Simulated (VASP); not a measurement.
# HPbNO4 (P1) in VASP: further runs

The runs below take HPbNO4 through single point, relaxation of cell and atoms, with PBE, PBE+D3(BJ).

Everything below comes from runs of VASP 6.6.1. Logs are shortened: lines on timing, memory, paths and dates and some standing lists are left out, and cuts for length are marked.

## Step 1: The cell of the first run

The typed cell holds 7 atoms: a = 3.933 Å, b = 4.423 Å, c = 6.102 Å, α = 81.87°, β = 83.26°, γ = 87.68°.

## Step 2: Single point, PBE (14.90 Å³/atom)

INCAR

```
PREC = Accurate
ENCUT = 520
EDIFF = 1E-6
ISMEAR = -1
SIGMA = 0.05
LREAL = False
LASPH = True
NELM = 60
ALGO = Normal
ISIF = 2
LWAVE = False
LCHARG = True
GGA = PE
LELF = True
LVHAR = True
NBANDS = 31
```

KPOINTS

```
regular mesh
0
Gamma
  5 4 4
```

POSCAR

```
HPbNO4
1.0
    3.9327180290      0.0018149108     -0.0372974370
    0.1769334131      4.4193690330     -0.0167930232
    0.7728971078      0.8551798626      5.9918771045
H Pb N O
1 1 1 4
Direct
    0.6151100000      0.8955900000      0.1984400000
    0.6459700000      0.4465100000      0.9168500000
    0.7147400000      0.2381000000      0.5005800000
    0.1695800000      0.4700700000      0.7776800000
    0.6291900000      0.9704500000      0.4984500000
    0.5642400000      0.9258300000      0.0384900000
    0.7802200000      0.4225000000      0.3195100000
```

Potentials or basis: VASP PAW PBE potentials, release 64 (H, Pb_d, N, O).

Started as:

```sh
cat potpaw_PBE.64/H/POTCAR potpaw_PBE.64/Pb_d/POTCAR potpaw_PBE.64/N/POTCAR potpaw_PBE.64/O/POTCAR > POTCAR
mpirun -np 1 vasp_std > vasp.out
```

OUTCAR:

```text
PREC = Accurate
   ENCUT = 520
   EDIFF = 1E-6
   ISMEAR = -1
   LREAL = False
   LASPH = True
   NELM = 60
   ISIF = 2
   GGA = PE

 ion  position               nearest neighbor table
   1  0.615  0.896  0.198-   6 1.01
   2  0.646  0.447  0.917-   4 2.13   4 2.14   6 2.34   6 2.34   7 2.56   3 2.80
   3  0.715  0.238  0.501-   5 1.25   7 1.28   2 2.80
   4  0.170  0.470  0.778-   2 2.13   2 2.14
   5  0.629  0.970  0.498-   3 1.25
   6  0.564  0.926  0.038-   1 1.01   2 2.34   2 2.34
   7  0.780  0.422  0.320-   3 1.28   2 2.56

  LATTYP: Found a triclinic cell.
 ALAT       =     9.1788331135
 B/A-ratio  =     1.1034313028
 C/A-ratio  =     0.8320978899
 COS(alpha) =     0.0134657135
 COS(beta)  =     0.5861289562
 COS(gamma) =     0.8046043717

  Lattice vectors:

 A1 = (  -8.0423694711,  -4.4229988546,   0.0913878972)
 A2 = (  -7.2694723633,  -3.5678189920,   6.0832650017)
 A3 = (  -4.7056151368,  -0.8569947734,  -5.9545796675)

Analysis of symmetry for initial positions (statically):
=====================================================================
 Subroutine PRICEL returns:
 Original cell was already a primitive cell.

 Routine SETGRP: Setting up the symmetry group for a
 triclinic supercell.

 Subroutine GETGRP returns: Found  1 space group operations
 (whereof  1 operations were pure point group operations)
 out of a pool of  2 trial point group operations.

The static configuration has the point symmetry C_1 .

Analysis of symmetry for dynamics (positions and initial velocities):
=====================================================================
 Subroutine PRICEL returns:
 Original cell was already a primitive cell.

 Routine SETGRP: Setting up the symmetry group for a
 triclinic supercell.

 Subroutine GETGRP returns: Found  1 space group operations
 (whereof  1 operations were pure point group operations)
 out of a pool of  2 trial point group operations.

The dynamic configuration has the point symmetry C_1 .

 Subroutine INISYM returns: Found  1 space group operations
 (whereof  1 operations are pure point group operations),
 and found     1 'primitive' translations

----------------------------------------------------------------------------------------

                                     Primitive cell

  volume of cell :     104.3159

  direct lattice vectors                    reciprocal lattice vectors
     3.932718029  0.001814911 -0.037297437     0.253985029 -0.010287430 -0.031293481
     0.176933413  4.419369033 -0.016793023    -0.000410012  0.226170603 -0.032226904
     0.772897108  0.855179863  5.991877105     0.001579823  0.000569837  0.166607497

  length of vectors
     3.932895306  4.422941339  6.101745142     0.256112296  0.228455429  0.166615961

  position of ions in fractional coordinates (direct lattice)
     0.615110000  0.895590000  0.198440000
     0.645970000  0.446510000  0.916850000
     0.714740000  0.238100000  0.500580000
     0.169580000  0.470070000  0.777680000
     0.629190000  0.970450000  0.498450000
     0.564240000  0.925830000  0.038490000
     0.780220000  0.422500000  0.319510000

  ion indices of the primitive-cell ions
   primitive index   ion index
                 1           1
                 2           2
                 3           3
                 4           4
                 5           5
                 6           6
                 7           7

----------------------------------------------------------------------------------------

 KPOINTS: regular mesh

Automatic generation of k-mesh.
 Grid dimensions read from file:
 generate k-points for:    5    4    4

 Generating k-lattice:

  Cartesian coordinates                     Fractional coordinates (reciprocal lattice)
     0.050797006 -0.002057486 -0.006258696     0.200000000  0.000000000 -0.000000000
    -0.000102503  0.056542651 -0.008056726     0.000000000  0.250000000  0.000000000
     0.000394956  0.000142459  0.041651874     0.000000000  0.000000000  0.250000000

  Length of vectors
     0.051222459  0.057113857  0.041653990

[... 54 lines left out ...]
[... 23 lines left out ...]
     30      10.8349      0.00000
     31      11.6790      0.00000

 k-point     3 :       0.4000    0.0000   -0.0000
  band No.  band energies     occupation
      1     -23.9298      2.00000
      2     -19.7849      2.00000
      3     -17.8277      2.00000
      4     -17.0015      2.00000
      5     -15.4388      2.00000
      6     -15.4277      2.00000
[... 23 lines left out ...]
     30      10.7668      0.00000
     31      11.4325      0.00000

 k-point     4 :       0.0000    0.2500   -0.0000
  band No.  band energies     occupation
      1     -23.9244      2.00000
      2     -19.8398      2.00000
      3     -17.7621      2.00000
      4     -17.4030      2.00000
      5     -15.5073      2.00000
      6     -15.4390      2.00000
[... 23 lines left out ...]
     30      11.2057      0.00000
     31      11.7018      0.00000

 k-point     5 :       0.2000    0.2500   -0.0000
  band No.  band energies     occupation
      1     -23.9193      2.00000
      2     -19.8380      2.00000
      3     -17.7520      2.00000
      4     -17.2528      2.00000
      5     -15.5111      2.00000
      6     -15.4368      2.00000
[... 23 lines left out ...]
     30      11.2498      0.00000
     31      11.6080      0.00000
[... 542 lines left out ...]
     30      11.3302      0.00000
     31      11.4497      0.00000

 k-point    22 :       0.0000    0.5000    0.2500
  band No.  band energies     occupation
      1     -23.9039      2.00000
      2     -19.8868      2.00000
      3     -17.6677      2.00000
      4     -17.4165      2.00000
      5     -15.5070      2.00000
      6     -15.4359      2.00000
[... 23 lines left out ...]
     30      10.7070      0.00000
     31      11.7580      0.00000

 k-point    23 :       0.2000    0.5000    0.2500
  band No.  band energies     occupation
      1     -23.8991      2.00000
      2     -19.8840      2.00000
      3     -17.6606      2.00000
      4     -17.2625      2.00000
      5     -15.5155      2.00000
      6     -15.4323      2.00000
[... 23 lines left out ...]
     30      10.9387      0.00000
     31      11.5276      0.00000

 k-point    24 :       0.4000    0.5000    0.2500
  band No.  band energies     occupation
      1     -23.8913      2.00000
      2     -19.8797      2.00000
      3     -17.6494      2.00000
      4     -17.0008      2.00000
      5     -15.4587      2.00000
      6     -15.4288      2.00000
[... 23 lines left out ...]
     30      11.1239      0.00000
     31      11.3571      0.00000

 [... further k-points ...]

------------------------ aborting loop because EDIFF is reached ----------------------------------------

  FORCE on cell =-STRESS in cart. coord.  units (eV):
  Direction    XX          YY          ZZ          XY          YZ          ZX
  --------------------------------------------------------------------------------------
  -------------------------------------------------------------------------------------
  Total       -2.1992635     -3.2850646     -2.8419180     -0.5768965      0.4976664     -0.1922145
  in kB      -33.7782654    -50.4549741    -43.6487299     -8.8604943      7.6436070     -2.9522035
  external PRESSURE =     -42.6273231 kB  Pullay stress =       0.0000000 kB

 VOLUME and BASIS-vectors are now :
 -----------------------------------------------------------------------------
  energy-cutoff  :      520.00
  volume of cell :      104.32
      direct lattice vectors                 reciprocal lattice vectors
     3.932718029  0.001814911 -0.037297437     0.253985029 -0.010287430 -0.031293481
     0.176933413  4.419369033 -0.016793023    -0.000410012  0.226170603 -0.032226904
     0.772897108  0.855179863  5.991877105     0.001579823  0.000569837  0.166607497

 POSITION                                       TOTAL-FORCE (eV/Angst)
 -----------------------------------------------------------------------------------
      2.73089      4.12876      1.15105        -0.197151     -0.001707     -0.645584
      3.32805      2.75854      5.46206        -0.003740     -0.005257     -0.016584
      3.23990      1.48163      2.96876        -0.215970     -0.475470     -0.840256
      1.35115      2.74278      4.64554         0.016616     -0.014386      0.239927
      3.03138      4.71618      2.94689         0.341213      1.038738     -0.058552
      2.41256      4.12552      0.19404         0.256184      0.006418      0.540061
      3.39009      2.14184      1.87827        -0.197152     -0.548336      0.780989
 -----------------------------------------------------------------------------------
    total drift:                               -0.000020     -0.000388      0.000392

  FREE ENERGIE OF THE ION-ELECTRON SYSTEM (eV)
  ---------------------------------------------------
  free  energy   TOTEN  =       -38.5868463904 eV

  energy  without entropy=      -38.5840699634  energy(sigma->0) =      -38.58545818
```

Wall time 68 s (1 thread of Intel Xeon 6975P-C (Granite Rapids), shared host); peak memory 0.29 GiB.

What came out:

| Quantity | Value |
| --- | --- |
| Free energy | -38.5868 eV |
| Pressure | -4.3 GPa |
| Largest force | 1.095 eV/Å |
| Band gap on the k mesh | 0.23 eV (least direct gap 0.41 eV) |

Forces in eV/Å, atoms in the order of the input:
```
H   -0.197 -0.002 -0.646
Pb  -0.004 -0.005 -0.017
N   -0.216 -0.475 -0.840
O    0.017 -0.014  0.240
O    0.341  1.039 -0.059
O    0.256  0.006  0.540
O   -0.197 -0.548  0.781
```

Caveat: the standard files for N, O and F lose accuracy on very short bonds; the cell stands under tension; spin-orbit coupling is left out, which moves the levels of the heavy elements; an odd mesh through Γ misses points on the zone boundary, where band edges can lie; forces of over 1 eV/Å act on the atoms, so gaps and moduli don't describe the material at rest.

## Step 3: Single point, PBE+D3(BJ)

This run uses another cell than the first one, of 12.97 Å³/atom.

INCAR

```
PREC = Accurate ; ENCUT = 520
EDIFF = 1E-6 ; ISMEAR = -1
SIGMA = 0.05 ; LREAL = False
LASPH = True ; NELM = 100
ALGO = Normal ; ISIF = 2
LWAVE = False ; LCHARG = True
GGA = PE ; IVDW = 12
LELF = True ; LVHAR = True
NBANDS = 31
```

KPOINTS

```
Automatic mesh
0
Gamma
  4 4 3
```

POSCAR

```
HPbNO4
1.0
    3.7487475639      0.1336718899      0.0700934390
    0.3169874011      4.2284244566      0.0388565316
    0.9268689738      0.9111537465      5.7662690252
H Pb N O
1 1 1 4
Direct
    0.5770197740      0.8946782045      0.2137910235
    0.6358175109      0.4527170150      0.9198196506
    0.7552463869      0.2166246128      0.4945885448
    0.1725831366      0.5086695712      0.7628537991
    0.6363973213      0.9580108614      0.4985162107
    0.5126436663      0.9335511532      0.0552914516
    0.8293422040      0.4047985820      0.3051393197
```

Potentials or basis: VASP PAW PBE potentials, release 64 (H, Pb_d, N, O).

Started as:

```sh
cat potpaw_PBE.64/H/POTCAR potpaw_PBE.64/Pb_d/POTCAR potpaw_PBE.64/N/POTCAR potpaw_PBE.64/O/POTCAR > POTCAR
mpirun -np 1 vasp_std > vasp.out
```

It used 180 s of CPU time on 1 thread of AMD EPYC 7R13 Processor (Zen 3), with other jobs on the host.

It converged, with:

* Free energy: -39.4097 eV
* Pressure: 0.7 GPa
* Largest force: 0.638 eV/Å
* Band gap on the k mesh: 0.68 eV (least direct gap 0.77 eV)
* Dispersion energy per atom: -0.113 eV

Forces on the atoms (eV/Å):
```
H    0.046 -0.006  0.134
Pb  -0.004  0.009  0.000
N    0.221  0.365  0.351
O    0.000  0.001 -0.027
O   -0.276 -0.575  0.005
O   -0.040 -0.003 -0.107
O    0.053  0.209 -0.355
```

Stress tensor (GPa, compression positive):
```
 0.26  0.62 -0.04
 0.62  1.17 -0.43
-0.04 -0.43  0.70
```

Levels at points of the mesh, in eV from the valence-band top:
```
           k point  band 18  band 19  band 20  band 21  band 22  band 23  band 24  band 25  band 26  band 27
(0.00, 0.00, 0.00)    -2.24    -1.60    -1.13    -0.90    -0.37     1.23     2.90     5.48     7.70     8.62
(0.50, 0.00, 0.00)    -2.05    -1.60    -1.21    -0.78    -0.07     1.43     3.17     6.80     7.67     8.25
(0.00, 0.50, 0.00)    -1.92    -1.40    -1.16    -0.84    -0.30     1.68     2.91     6.00     6.24     9.48
(0.50, 0.50, 0.00)    -2.07    -1.75    -1.36    -0.68    -0.01     2.79     3.24     6.38     6.94     7.93
```

Caveat: the k points lie up to 0.43 Å⁻¹ apart; the standard files for N, O and F lose accuracy on very short bonds; spin-orbit coupling is left out, which moves the levels of the heavy elements; an odd mesh through Γ misses points on the zone boundary, where band edges can lie.

## Step 4: Relaxation of cell and atoms, PBE+D3(BJ)

This run uses another cell than the first one, of 14.06 Å³/atom.

INCAR

```
PREC     = Accurate       # precision mode
ENCUT    = 600            # plane-wave cutoff, eV
EDIFF    = 1E-6           # SCF threshold, eV
ISMEAR   = -1             # smearing method
SIGMA    = 0.05           # smearing width, eV
LREAL    = F              # projectors in reciprocal space
LASPH    = T              # aspherical terms in the spheres
NELM     = 100            # most SCF steps
ALGO     = Normal         # electronic algorithm
ISIF     = 3              # what is computed and relaxed
LWAVE    = F              # write WAVECAR
LCHARG   = F              # write CHGCAR
GGA      = PE             # functional
IVDW     = 12             # dispersion correction
IBRION   = 2              # ionic algorithm
NSW      = 80             # ionic steps
EDIFFG   = -0.02          # ionic threshold
```

KPOINTS

```
regular mesh
0
Gamma
  4 4 3
```

POSCAR

```
HPbNO4
1.0
    3.8570700000      0.0017800000     -0.0365800000
    0.1735300000      4.3343600000     -0.0164700000
    0.7580300000      0.8387300000      5.8766200000
H Pb N O
1 1 1 4
Direct
    0.6151100000      0.8955900000      0.1984400000
    0.6459700000      0.4465100000      0.9168500000
    0.7147400000      0.2381000000      0.5005800000
    0.1695800000      0.4700700000      0.7776800000
    0.6291900000      0.9704500000      0.4984500000
    0.5642400000      0.9258300000      0.0384900000
    0.7802200000      0.4225000000      0.3195100000
```

Started as:

```sh
cat potpaw_PBE.64/H/POTCAR potpaw_PBE.64/Pb_d/POTCAR potpaw_PBE.64/N/POTCAR potpaw_PBE.64/O/POTCAR > POTCAR
mpirun -np 1 vasp_std > vasp.out
```

It took 71 min on 1 thread of AMD EPYC 7R13 (Zen 3), shared host; peak memory 0.27 GiB.

It converged, with:

```yaml
Free_energy: -39.4502 eV
Relaxed_volume: 12.71 Å³/atom
Relaxed_cell: a = 3.747 Å, b = 4.210 Å, c = 5.867 Å, α = 79.53°, β = 78.83°, γ = 83.11°
Space_group_after_relaxing_to_0.1_Å: P1 (No. 1)
Energy_gained_by_relaxing: 8.8 meV/atom
Ionic_steps: 71
Pressure_after_relaxing: 0.1 GPa
Largest_force_after_relaxing: 0.018 eV/Å
Band_gap_on_the_k_mesh: 0.73 eV (least direct gap 0.78 eV)
Dispersion_energy_per_atom: -0.115 eV
```

Forces in eV/Å, atoms in the order of the input:
```
H   -0.013 -0.006 -0.012
Pb   0.008  0.011 -0.004
N   -0.007 -0.008  0.000
O   -0.001 -0.002  0.000
O   -0.003  0.006  0.000
O    0.006 -0.006  0.007
O    0.010  0.004  0.009
```

The path:
```csv
step,energy change (eV),largest force (eV/Å),pressure (GPa),volume (Å³)
1,0.0000,0.6082,-0.64,98.41
3,-0.0051,0.2303,-1.33,98.21
5,-0.0147,0.3158,-0.42,96.11
7,-0.0172,0.1478,0.14,95.41
9,-0.0199,0.2475,0.02,94.83
11,-0.0212,0.1547,0.03,94.91
13,-0.0220,0.4624,-0.13,94.32
15,-0.0245,0.2050,-0.05,94.50
17,-0.0264,0.4087,0.01,93.80
19,-0.0286,0.1370,-0.15,93.93
21,-0.0305,0.1671,-0.24,93.63
23,-0.0326,0.0979,0.04,93.13
25,-0.0371,0.1348,0.07,92.51
27,-0.0397,0.2262,0.17,91.60
29,-0.0414,0.1156,0.27,91.36
31,-0.0434,0.3747,-0.27,91.33
33,-0.0444,0.2286,-0.09,91.31
35,-0.0454,0.5944,0.35,91.10
37,-0.0475,0.2972,0.08,91.18
39,-0.0501,0.3073,-0.69,91.06
41,-0.0519,0.1750,-0.34,90.98
43,-0.0526,0.2096,-0.19,90.78
45,-0.0549,0.1564,-0.19,90.25
47,-0.0559,0.0940,0.07,89.93
49,-0.0565,0.1031,-0.06,89.78
51,-0.0577,0.1780,0.25,89.41
53,-0.0587,0.0822,0.05,89.25
55,-0.0590,0.0734,0.03,89.18
57,-0.0598,0.0469,0.07,89.08
59,-0.0601,0.0479,0.03,89.08
61,-0.0604,0.0539,-0.04,89.10
63,-0.0606,0.0514,-0.08,89.11
65,-0.0610,0.0333,-0.05,89.08
67,-0.0611,0.0331,0.00,89.04
69,-0.0613,0.0301,0.03,88.98
71,-0.0614,0.0182,0.08,88.94
```

Final structure:
```
CELL_PARAMETERS angstrom
3.74252 0.14918 0.08968
0.33702 4.19613 0.05095
0.96396 0.92261 5.71371
ATOMIC_POSITIONS crystal
H 0.57260 0.89486 0.21868
Pb 0.63132 0.45618 0.91813
N 0.76308 0.21264 0.49454
O 0.17073 0.51580 0.75947
O 0.64001 0.95173 0.49953
O 0.50470 0.93570 0.05926
O 0.83661 0.40215 0.30040
```

Levels at points of the mesh, in eV from the valence-band top:
| k point | band 18 | band 19 | band 20 | band 21 | band 22 | band 23 | band 24 | band 25 | band 26 |
| --- | --- | --- | --- | --- | --- | --- | --- | --- | --- |
| (0.00, 0.00, 0.00) | -2.17 | -1.56 | -1.09 | -0.85 | -0.32 | 1.25 | 2.84 | 5.62 | 7.87 |
| (0.50, 0.00, 0.00) | -1.97 | -1.53 | -1.16 | -0.74 | -0.08 | 1.49 | 3.16 | 6.91 | 7.79 |
| (0.00, 0.50, 0.00) | -1.88 | -1.38 | -1.12 | -0.81 | -0.28 | 1.73 | 2.87 | 6.14 | 6.36 |
| (0.50, 0.50, 0.00) | -2.04 | -1.67 | -1.27 | -0.63 | -0.04 | 2.83 | 3.27 | 6.48 | 7.11 |

Caveat: the standard files for N, O and F lose accuracy on very short bonds; spin-orbit coupling is left out, which moves the levels of the heavy elements; an odd mesh through Γ misses points on the zone boundary, where band edges can lie.

## Step 5: Overview

| task | level | cell | k mesh | cutoff (eV) | gap on the mesh (eV) | pressure (GPa) | largest force (eV/Å) |
| --- | --- | --- | --- | --- | --- | --- | --- |
| single point | PBE | a = 3.933, b = 4.423, c = 6.102 Å, angles 81.9, 83.3, 87.7°, 7 atoms, atomic positions A | 5 × 4 × 4 | 520 | 0.23 | -4.3 | 1.09 |
| single point | PBE+D3(BJ) | a = 3.752, b = 4.240, c = 5.911 Å, angles 80.0, 79.6, 83.7°, 7 atoms, atomic positions B | 4 × 4 × 3 | 520 | 0.68 | 0.7 | 0.64 |
| relaxation of cell and atoms | PBE+D3(BJ) | relaxed from a = 3.857, b = 4.338, c = 5.984 Å, angles 81.9, 83.3, 87.7°, 7 atoms, atomic positions A | 4 × 4 × 3 | 600 | 0.73 | 0.1 | 0.02 |

Alike in all rows: potentials or basis VASP PAW PBE potentials, release 64 (H, Pb_d, N, O); no spin polarisation; smearing fermi-dirac 0.05 eV.

Caveats: some runs use coarse meshes; the standard files for N, O and F lose accuracy on very short bonds; spin-orbit coupling is left out, which moves the levels of the heavy elements; an odd mesh through Γ misses points on the zone boundary, where band edges can lie; the cell stands under tension (at least some runs); forces of over 1 eV/Å act on the atoms, so gaps and moduli don't describe the material at rest (at least some runs).

Absolute energies hang on the potentials; compare differences alone.
